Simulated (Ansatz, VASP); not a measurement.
One calculation of Mo, two programs

```xyz
1
Lattice="-1.5805 1.5805 1.5805 1.5805 -1.5805 1.5805 1.5805 1.5805 -1.5805" Properties=species:S:1:pos:R:3 pbc="T T T"
Mo    0.0000    0.0000    0.0000
```

Alike in both runs: functional PBE; k mesh 16 × 16 × 16; occupations fermi-dirac, width 0.15 eV; no spin polarisation.

Ansatz relaxed the structure, and its values are those at the end. VASP's run is a single point on that final structure, the one shown.

```csv
,VASP,Ansatz
version,VASP 6.6.1,Ansatz 0.2.0
potentials or method,"VASP PAW PBE potentials, release 64 (Mo_sv), cutoff 520 eV","scalar-relativistic, plane waves, PAW"
valence electrons in the cell,14,14
```

```tsv
	VASP	Ansatz	Ansatz less VASP
gap on the k mesh at the Fermi level (eV)	none	none	-
pressure (GPa)	0.5	0.0	-0.50
```

A gap of «none» marks a metal or a gap that the smearing closes.
